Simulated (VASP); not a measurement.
# Sn (I4/mmm) in VASP: notebook

Runs on Sn. Level: PBEsol. Tasks: single point.

Everything below comes from runs of VASP 6.6.1. Logs are shortened: lines on timing, memory, paths and dates and some standing lists are left out, and cuts for length are marked.

### Step 1. The cell of the first run

Symmetry: I4/mmm, No. 139, tetragonal system. The conventional cell has a = 3.595 Å, b = 3.595 Å, c = 3.745 Å, α = 90.00°, β = 90.00°, γ = 90.00°. Within 4.2 Å of Sn (site symmetry 4/mmm) lie 14 Sn at 3.16 to 3.74 Å.

### Step 2. Single point, PBEsol (strain -0.0400 x Voigt [1, 1, 0, 0, 0, 0])

Contents of INCAR:

```
SYSTEM = Sn
PREC = Accurate
ENCUT = 520
EDIFF = 1E-6
ISMEAR = 0
SIGMA = 0.15
LREAL = .False.
LASPH = .True.
NELM = 80
ALGO = Fast
ISIF = 2
LWAVE = .False.
LCHARG = .True.
GGA = PS
LELF = .True.
LVHAR = .True.
NBANDS = 13
```

Contents of KPOINTS:

```
regular mesh
0
Gamma
  22 22 22
  0 0 0
```

Contents of POSCAR:

```
Sn
1.0
   -1.7974992207      1.7974992207      1.8723950216
    1.7974992207     -1.7974992207      1.8723950216
    1.7974992207      1.7974992207     -1.8723950216
Sn
1
Direct
    0.0000000000      0.0000000000      0.0000000000
```

Potentials or basis: VASP PAW PBE potentials, release 64 (Sn_d).

On the command line:

```sh
$ cat potpaw_PBE.64/Sn_d/POTCAR > POTCAR
$ mpirun -np 1 vasp_std > vasp.out
```

OUTCAR:

```text
SYSTEM = Sn
   PREC = Accurate
   ENCUT = 520
   EDIFF = 1E-6
   ISMEAR = 0
   LREAL = .False.
   LASPH = .True.
   NELM = 80
   ISIF = 2
   GGA = PS

 ion  position               nearest neighbor table
   1  0.000  0.000  0.000-

  LATTYP: Found a body centered tetragonal cell.
 ALAT       =     3.5949984414
 C/A-ratio  =     1.0416666667

  Lattice vectors:

 A1 = (  -1.7974992207,   1.7974992207,   1.8723950216)
 A2 = (   1.7974992207,  -1.7974992207,   1.8723950216)
 A3 = (   1.7974992207,   1.7974992207,  -1.8723950216)

Analysis of symmetry for initial positions (statically):
=====================================================================
 Subroutine PRICEL returns:
 Original cell was already a primitive cell.

 Routine SETGRP: Setting up the symmetry group for a
 body centered tetragonal supercell.

 Subroutine GETGRP returns: Found 16 space group operations
 (whereof 16 operations were pure point group operations)
 out of a pool of 16 trial point group operations.

The static configuration has the point symmetry D_4h.

Analysis of symmetry for dynamics (positions and initial velocities):
=====================================================================
 Subroutine PRICEL returns:
 Original cell was already a primitive cell.

 Routine SETGRP: Setting up the symmetry group for a
 body centered tetragonal supercell.

 Subroutine GETGRP returns: Found 16 space group operations
 (whereof 16 operations were pure point group operations)
 out of a pool of 16 trial point group operations.

The dynamic configuration has the point symmetry D_4h.

 Subroutine INISYM returns: Found 16 space group operations
 (whereof 16 operations are pure point group operations),
 and found     1 'primitive' translations

----------------------------------------------------------------------------------------

                                     Primitive cell

  volume of cell :      24.1989

  direct lattice vectors                    reciprocal lattice vectors
    -1.797499221  1.797499221  1.872395022     0.000000000  0.278164237  0.267037668
     1.797499221 -1.797499221  1.872395022     0.278164237  0.000000000  0.267037668
     1.797499221  1.797499221 -1.872395022     0.278164237  0.278164237  0.000000000

  length of vectors
     3.157193376  3.157193376  3.157193376     0.385596238  0.385596238  0.393383637

[... 79 lines left out ...]
   LREAL  =      F    real-space projection
   EDIFFG = 0.1E-04   stopping-criterion for IOM
   NSW    =      0    number of steps for IOM
   IBRION =     -1    ionic relax: 0-MD 1-quasi-New 2-CG
   NFREE  =      0    steps in history (QN), initial steepest desc. (CG)
   ISIF   =      2    stress and relaxation
   ISYM   =      2    0-nonsym 1-usesym 2-fastsym
   POTIM  = 0.5000    time-step for ionic-motion
   TEBEG  =    0.0;   TEEND  =   0.0 temperature during run
   PSTRESS=    0.0 pullay stress
   NELECT =      14.0000    total number of electrons
   NUPDOWN=      -1.0000    fix difference up-down
   EMIN   =  10.00;   EMAX   =-10.00  energy-range for DOS
   EFERMI =   0.00;   METHOD = LEGACY
   ISMEAR =     0;   SIGMA  =   0.15  broadening in eV -4-tet -1-fermi 0-gaus
   EFERMI_NEDOS =   21; number of points for ismear=-14 and -15
   IALGO  =     68    algorithm
   IMIX   =      4    mixing-type and parameters
     AMIX     =   0.40;   BMIX     =  1.00
     AMIX_MAG =   1.60;   BMIX_MAG =  1.00
  volume/ion in A,a.u.               =      24.20       163.30
  Fermi-wavevector in a.u.,A,eV,Ry     =   1.364120  2.577813 25.318036  1.860823
  Thomas-Fermi vector in A             =   2.490463
   LORBIT       =      0    0 simple, 1 ext, 2 COOP (PROOUT), +10 PAW based schemes
   GGA     = PS    functional components
   LHFCALC =     F    Hartree Fock is set to
   AEXX    =    0.0000 exact exchange contribution
   IVDW    =     0    specifies the selected vdW correction
   LEPSILON=     F    determine dielectric tensor
   LRPA    =     F    only Hartree local field effects (RPA)
 non-spin polarized calculation
 RMM-DIIS sequential band-by-band and
 Gauss-broadening in eV      SIGMA  =   0.15
  energy-cutoff  :      520.00
  volume of cell :       24.20
 maximum number of plane-waves:       668
   NGX = 11   NGY = 11   NGZ = 11

 number of electron      14.0000005 magnetization

 Free energy of the ion-electron system (eV)
  ---------------------------------------------------
  ext. energy  EPLUGINS =         0.00000000
  ---------------------------------------------------
  free energy    TOTEN  =        -4.20460736 eV

  energy without entropy =       -4.19880897  energy(sigma->0) =       -4.20170817

 E-fermi :   9.3961     XC(G=0): -11.0629

 val. band max:        9.3886197481   @ k =   0.4091   0.3636   0.0455
 cond. band min:       9.3973131503   @ k =   0.5000   0.5000   0.4545
 fundamental gap:      0.0086934022
 Fermi energy:         9.3961068617

 k-point     1 :       0.0000    0.0000    0.0000
  band No.  band energies     occupation
      1     -12.1283      2.00000
      2     -12.1283      2.00000
      3     -12.1112      2.00000
      4     -11.9406      2.00000
      5     -11.9146      2.00000
      6      -2.5862      2.00000
      7      18.3164      0.00000
      8      18.5607      0.00000
      9      18.5607      0.00000
     10      21.4016      0.00000
     11      22.0189      0.00000
     12      22.0189      0.00000
     13      22.7966      0.00000
[... 354 lines left out ...]
  band No.  band energies     occupation
      1     -12.1796      2.00000
      2     -12.1042      2.00000
      3     -11.9538      2.00000
      4     -11.9290      2.00000
      5     -11.8260      2.00000
      6       1.8667      2.00000
      7       5.4944      2.00000
      8      13.4709      0.00000
      9      15.2712      0.00000
     10      18.5288      0.00000
     11      18.9910      0.00000
     12      23.6436      0.00000
     13      26.4120      0.00000

 [... further k-points ...]
[... 5 lines left out ...]
  --------------------------------------------------------------------------------------
  -------------------------------------------------------------------------------------
  Total        0.7854375      0.7854375      0.7526275      0.0000000      0.0000000      0.0000000
  in kB       52.0028698     52.0028698     49.8305627      0.0000000      0.0000000      0.0000000
  external PRESSURE =      51.2787675 kB  Pullay stress =       0.0000000 kB

 VOLUME and BASIS-vectors are now :
 -----------------------------------------------------------------------------
  energy-cutoff  :      520.00
  volume of cell :       24.20
      direct lattice vectors                 reciprocal lattice vectors
    -1.797499221  1.797499221  1.872395022     0.000000000  0.278164237  0.267037668
     1.797499221 -1.797499221  1.872395022     0.278164237  0.000000000  0.267037668
     1.797499221  1.797499221 -1.872395022     0.278164237  0.278164237  0.000000000

 POSITION                                       TOTAL-FORCE (eV/Angst)
 -----------------------------------------------------------------------------------
      0.00000      0.00000      0.00000         0.000000     -0.000000     -0.000000
 -----------------------------------------------------------------------------------
    total drift:                               -0.000000      0.000000     -0.000000

  FREE ENERGIE OF THE ION-ELECTRON SYSTEM (eV)
  ---------------------------------------------------
  free  energy   TOTEN  =        -4.2046073621 eV

  energy  without entropy=       -4.1988089740  energy(sigma->0) =       -4.20170817
```

stdout:

```text
POSCAR found type information on POSCAR Sn
 POSCAR found :  1 types and       1 ions
 scaLAPACK will be used
 -----------------------------------------------------------------------------
|                                                                             |
|                                                                             |
|     You enforced a specific xc type in the INCAR file but a different       |
|     I HOPE YOU KNOW WHAT YOU ARE DOING!                                     |
|                                                                             |
 -----------------------------------------------------------------------------

 LDA part: xc-table for (Slater+PW92), standard interpolation
 POSCAR, INCAR and KPOINTS ok, starting setup
 FFT: planning ... GRIDC
 FFT: planning ... GRID_SOFT
 FFT: planning ... GRID
 WAVECAR not read
 entering main loop
WARNING in EDDRMM: call to ZHEGV failed, returncode =   6  3     11
WARNING in EDDRMM: call to ZHEGV failed, returncode =   8  4     13
WARNING in EDDRMM: call to ZHEGV failed, returncode =   6  3     12
WARNING in EDDRMM: call to ZHEGV failed, returncode =   6  3     10
WARNING in EDDRMM: call to ZHEGV failed, returncode =   8  4     10
WARNING in EDDRMM: call to ZHEGV failed, returncode =   8  4     10
WARNING in EDDRMM: call to ZHEGV failed, returncode =   8  4     12
WARNING in EDDRMM: call to ZHEGV failed, returncode =   8  4     10
WARNING in EDDRMM: call to ZHEGV failed, returncode =   6  3     11
WARNING in EDDRMM: call to ZHEGV failed, returncode =   8  4     12
```

Wall time 3.1 min (1 thread of Intel Xeon Platinum 8259CL at 2.50GHz (Skylake/Cascade Lake), shared host); peak memory 0.33 GiB.

What came out:

* Free energy: -4.2046 eV
* Pressure: 5.1 GPa
* Band gap on the k mesh: zero (bands 7 and 8 overlap by 11.70 eV)

Caveat: the cell differs from its parent crystal (strain -0.0400 x Voigt [1, 1, 0, 0, 0, 0]); the cell stands under pressure; the PAW data sets were made with another functional, which shifts forces and pressure a little; spin-orbit coupling is left out, which moves the levels of the heavy elements.

(Part 1 of 2 ends here.)

The gap in the log of VASP goes by the Fermi energy; the results here count the filled bands.